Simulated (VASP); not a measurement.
# Ba (P4/mmm) in VASP: further runs, part 2 of 2

VASP 6.6.1. The steps go on from the part before.

## Step 5: Single point, PBEsol

The input, INCAR:

```
PREC = Accurate
ENCUT = 520
EDIFF = 1E-6
ISMEAR = -1
SIGMA = 0.025
LREAL = F
LASPH = T
NELM = 80
ALGO = Normal
ISIF = 2
LWAVE = F
LCHARG = T
GGA = PS
LELF = T
LVHAR = T
NBANDS = 11
```

The input, KPOINTS:

```
Automatic mesh
0
Gamma
  7 7 8
```

The input, POSCAR:

```
Ba
1.0
    3.9996500000      0.0000000000      0.0000000000
    0.0000000000      3.9996500000      0.0000000000
    0.0000000000      0.0000000000      3.6055390000
Ba
1
Direct
    0.5000000000      0.5000000000      0.5000000000
```

Potentials or basis: VASP PAW PBE potentials, release 64 (Ba_sv).

Command:

```bash
$ cat potpaw_PBE.64/Ba_sv/POTCAR > POTCAR
$ mpirun -np 1 vasp_std > vasp.out
```

OUTCAR:

```text
PREC = Accurate
   ENCUT = 520
   EDIFF = 1E-6
   ISMEAR = -1
   LREAL = F
   LASPH = T
   NELM = 80
   ISIF = 2
   GGA = PS

 ion  position               nearest neighbor table
   1  0.500  0.500  0.500-

  LATTYP: Found a simple tetragonal cell.
 ALAT       =     3.9996500000
 C/A-ratio  =     0.9014636281

  Lattice vectors:

 A1 = (   3.9996500000,   0.0000000000,   0.0000000000)
 A2 = (   0.0000000000,   3.9996500000,   0.0000000000)
 A3 = (   0.0000000000,   0.0000000000,   3.6055390000)

Analysis of symmetry for initial positions (statically):
=====================================================================
 Subroutine PRICEL returns:
 Original cell was already a primitive cell.

 Routine SETGRP: Setting up the symmetry group for a
 simple tetragonal supercell.

 Subroutine GETGRP returns: Found 16 space group operations
 (whereof 16 operations were pure point group operations)
 out of a pool of 16 trial point group operations.

The static configuration has the point symmetry D_4h.

Analysis of symmetry for dynamics (positions and initial velocities):
=====================================================================
 Subroutine PRICEL returns:
 Original cell was already a primitive cell.

 Routine SETGRP: Setting up the symmetry group for a
 simple tetragonal supercell.

 Subroutine GETGRP returns: Found 16 space group operations
 (whereof 16 operations were pure point group operations)
 out of a pool of 16 trial point group operations.

The dynamic configuration has the point symmetry D_4h.

 Subroutine INISYM returns: Found 16 space group operations
 (whereof 16 operations are pure point group operations),
 and found     1 'primitive' translations

----------------------------------------------------------------------------------------

                                     Primitive cell

  volume of cell :      57.6785

  direct lattice vectors                    reciprocal lattice vectors
     3.999650000  0.000000000  0.000000000     0.250021877  0.000000000  0.000000000
     0.000000000  3.999650000  0.000000000     0.000000000  0.250021877  0.000000000
     0.000000000  0.000000000  3.605539000     0.000000000  0.000000000  0.277351042

  length of vectors
     3.999650000  3.999650000  3.605539000     0.250021877  0.250021877  0.277351042

  position of ions in fractional coordinates (direct lattice)
     0.500000000  0.500000000  0.500000000

  ion indices of the primitive-cell ions
   primitive index   ion index
                 1           1

----------------------------------------------------------------------------------------

 KPOINTS: Automatic mesh

Automatic generation of k-mesh.
 Grid dimensions read from file:
 generate k-points for:    7    7    8

 Generating k-lattice:

  Cartesian coordinates                     Fractional coordinates (reciprocal lattice)
     0.035717411  0.000000000  0.000000000     0.142857143  0.000000000  0.000000000
     0.000000000  0.035717411  0.000000000     0.000000000  0.142857143  0.000000000
     0.000000000  0.000000000  0.034668880     0.000000000  0.000000000  0.125000000

  Length of vectors
     0.035717411  0.035717411  0.034668880

  Shift w.r.t. Gamma in fractional coordinates (k-lattice)
     0.000000000  0.000000000  0.000000000

 Subroutine IBZKPT returns following result:
 ===========================================

 Found     50 irreducible k-points:

 Following reciprocal coordinates:
            Coordinates               Weight
  0.000000  0.000000  0.000000      1.000000
  0.142857  0.000000  0.000000      4.000000
  0.285714  0.000000  0.000000      4.000000
  0.428571  0.000000  0.000000      4.000000
  0.142857  0.142857  0.000000      4.000000
  0.285714  0.142857  0.000000      8.000000
[... 16 lines left out ...]
  0.285714  0.000000  0.250000      8.000000
  0.428571  0.000000  0.250000      8.000000
 [... further k-points ...]
   k-points           NKPTS =     50   k-points in BZ     NKDIM =     50   number of bands    NBANDS=     11
   number of dos      NEDOS =    301   number of ions     NIONS =      1
   total plane-waves  NPLWV =  25200
   dimension x,y,z NGX =    30 NGY =   30 NGZ =   28
   dimension x,y,z NGXF=    60 NGYF=   60 NGZF=   56
   ions per type =               1
   NGX,Y,Z   is equivalent  to a cutoff of  12.47, 12.47, 12.91 a.u.
   NGXF,Y,Z  is equivalent  to a cutoff of  24.94, 24.94, 25.82 a.u.
 SYSTEM =  unknown system
   PREC   = accura    normal or accurate (medium, high low for compatibility)
   ISTART =      0    job   : 0-new  1-cont  2-samecut
   ICHARG =      2    charge: 1-file 2-atom 10-const
   ISPIN  =      1    spin polarized calculation?
   LNONCOLLINEAR =      F non collinear calculations
   LSORBIT =      F    spin-orbit coupling
   LASPH  =      T    aspherical Exc in radial PAW
   ENCUT  =  520.0 eV  38.22 Ry    6.18 a.u.   7.44  7.44  6.70*2*pi/ulx,y,z
   NELM   =     80;   NELMIN=  2; NELMDL= -5     # of ELM steps
   EDIFF  = 0.1E-05   stopping-criterion for ELM
   LREAL  =      F    real-space projection
   EDIFFG = 0.1E-04   stopping-criterion for IOM
   NSW    =      0    number of steps for IOM
   IBRION =     -1    ionic relax: 0-MD 1-quasi-New 2-CG
   NFREE  =      0    steps in history (QN), initial steepest desc. (CG)
   ISIF   =      2    stress and relaxation
   ISYM   =      2    0-nonsym 1-usesym 2-fastsym
   POTIM  = 0.5000    time-step for ionic-motion
   TEBEG  =    0.0;   TEEND  =   0.0 temperature during run
   PSTRESS=    0.0 pullay stress
   NELECT =      10.0000    total number of electrons
   NUPDOWN=      -1.0000    fix difference up-down
   EMIN   =  10.00;   EMAX   =-10.00  energy-range for DOS
   EFERMI =   0.00;   METHOD = LEGACY
   ISMEAR =    -1;   SIGMA  =   0.03  broadening in eV -4-tet -1-fermi 0-gaus
   EFERMI_NEDOS =   21; number of points for ismear=-14 and -15
   IALGO  =     38    algorithm
   IMIX   =      4    mixing-type and parameters
     AMIX     =   0.40;   BMIX     =  1.00
     AMIX_MAG =   1.60;   BMIX_MAG =  1.00
  volume/ion in A,a.u.               =      57.68       389.23
  Fermi-wavevector in a.u.,A,eV,Ry     =   0.912858  1.725052 11.337878  0.833311
  Thomas-Fermi vector in A             =   2.037303
   LORBIT       =      0    0 simple, 1 ext, 2 COOP (PROOUT), +10 PAW based schemes
   GGA     = PS    functional components
   LHFCALC =     F    Hartree Fock is set to
   AEXX    =    0.0000 exact exchange contribution
   IVDW    =     0    specifies the selected vdW correction
   LEPSILON=     F    determine dielectric tensor
   LRPA    =     F    only Hartree local field effects (RPA)
 non-spin polarized calculation
  energy-cutoff  :      520.00
  volume of cell :       57.68
 maximum number of plane-waves:      1574
 NGX is ok and might be reduce to    30
   NGX = 15   NGY = 15   NGZ = 13

 number of electron      10.0000000 magnetization

 number of electron       9.9999999 magnetization

 Free energy of the ion-electron system (eV)
  ---------------------------------------------------
  ext. energy  EPLUGINS =         0.00000000
  ---------------------------------------------------
  free energy    TOTEN  =        -1.80686703 eV

  energy without entropy =       -1.80568360  energy(sigma->0) =       -1.80627531

 E-fermi :   1.7104     XC(G=0):  -7.7737

 val. band max:        1.7072201475   @ k =   0.0000   0.0000   0.0000
 cond. band min:       1.7329841851   @ k =   0.1429   0.0000   0.0000
 fundamental gap:      0.0257640376
 Fermi energy:         1.7103822398

 k-point     1 :       0.0000    0.0000    0.0000
  band No.  band energies     occupation
      1     -27.3317      2.00000
      2     -12.1644      2.00000
      3     -12.1644      2.00000
      4     -11.8095      2.00000
      5      -0.8371      2.00000
      6       1.6487      1.84371
      7       1.7072      1.06316
      8       6.4716      0.00000
      9       7.3038      0.00000
     10       7.3038      0.00000
     11       9.1899      0.00000
[... 309 lines left out ...]
 k-point    24 :       0.4286    0.0000    0.2500
  band No.  band energies     occupation
      1     -27.2041      2.00000
      2     -12.6889      2.00000
      3     -12.5088      2.00000
      4     -12.0287      2.00000
      5       1.4149      1.99999
      6       1.9880      0.00003
      7       3.8834      0.00000
      8       4.7013      0.00000
      9       5.0304      0.00000
     10       5.4617      0.00000
     11       8.1702      0.00000

 [... further k-points ...]

------------------------ aborting loop because EDIFF is reached ----------------------------------------

  FORCE on cell =-STRESS in cart. coord.  units (eV):
  Direction    XX          YY          ZZ          XY          YZ          ZX
  --------------------------------------------------------------------------------------
  -------------------------------------------------------------------------------------
  Total       -0.4868672     -0.4868672      0.9018624      0.0000000     -0.0000000     -0.0000000
  in kB      -13.5240551    -13.5240551     25.0516705      0.0000000     -0.0000000     -0.0000000
  external PRESSURE =      -0.6654799 kB  Pullay stress =       0.0000000 kB

 VOLUME and BASIS-vectors are now :
 -----------------------------------------------------------------------------
  energy-cutoff  :      520.00
  volume of cell :       57.68
      direct lattice vectors                 reciprocal lattice vectors
     3.999650000  0.000000000  0.000000000     0.250021877  0.000000000  0.000000000
     0.000000000  3.999650000  0.000000000     0.000000000  0.250021877  0.000000000
     0.000000000  0.000000000  3.605539000     0.000000000  0.000000000  0.277351042

 POSITION                                       TOTAL-FORCE (eV/Angst)
 -----------------------------------------------------------------------------------
      1.99982      1.99982      1.80277         0.000000      0.000000      0.000000
 -----------------------------------------------------------------------------------
    total drift:                                0.000000      0.000000      0.000000

  FREE ENERGIE OF THE ION-ELECTRON SYSTEM (eV)
  ---------------------------------------------------
  free  energy   TOTEN  =        -1.8068670263 eV

  energy  without entropy=       -1.8056835955  energy(sigma->0) =       -1.80627531
```

OSZICAR:

```text
N       E                     dE             d eps       ncg     rms          rms(c)
DAV:   1     0.637534543980E+02    0.63753E+02   -0.43265E+03  1100   0.742E+02
DAV:   2     0.165254480632E+01   -0.62101E+02   -0.60606E+02  1323   0.143E+02
DAV:   3    -0.168655303011E+01   -0.33391E+01   -0.33231E+01  1394   0.389E+01
DAV:   4    -0.181942837774E+01   -0.13288E+00   -0.13261E+00  1558   0.511E+00
DAV:   5    -0.182090216768E+01   -0.14738E-02   -0.14738E-02  1388   0.511E-01    0.215E+00
DAV:   6    -0.181105929550E+01    0.98429E-02   -0.12750E-02  1365   0.789E-01    0.124E+00
DAV:   7    -0.180674636877E+01    0.43129E-02   -0.19620E-02  1418   0.102E+00    0.705E-02
DAV:   8    -0.180685914142E+01   -0.11277E-03   -0.57732E-04  1324   0.164E-01    0.190E-02
DAV:   9    -0.180686790432E+01   -0.87629E-05   -0.19729E-05  1507   0.282E-02    0.672E-03
DAV:  10    -0.180686702631E+01    0.87801E-06   -0.32829E-06  1290   0.973E-03
   1 F= -.18068670E+01 E0= -.18062753E+01  d E =-.118343E-02
```

Wall time 36 s (1 thread of Intel Xeon 8259CL, shared host); peak memory 0.18 GiB.

What came out:

```
Free energy            : -1.8069 eV
Pressure               : -0.1 GPa
Band gap on the k mesh : zero (bands 5 and 6 overlap by 0.53 eV)
```

Caveat: the PAW data sets were made with another functional, which shifts forces and pressure a little; spin-orbit coupling is left out, which moves the levels of the heavy elements.

## Step 6: The runs side by side

```csv
smearing,gap on the mesh (eV),pressure (GPa)
fermi-dirac 0.25 eV,none,0.3
fermi-dirac 0.1 eV,none,0.0
fermi-dirac 0.05 eV,none,0.0
fermi-dirac 0.025 eV,none,-0.1
```

Alike in all rows: task single point; level PBEsol; potentials or basis VASP PAW PBE potentials, release 64 (Ba_sv); no spin polarisation; cell as given; k mesh 7 × 7 × 8; cutoff (eV) 520.

Caveats: the PAW data sets were made with another functional, which shifts forces and pressure a little; spin-orbit coupling is left out, which moves the levels of the heavy elements.

Absolute energies hang on the potentials; compare differences alone.
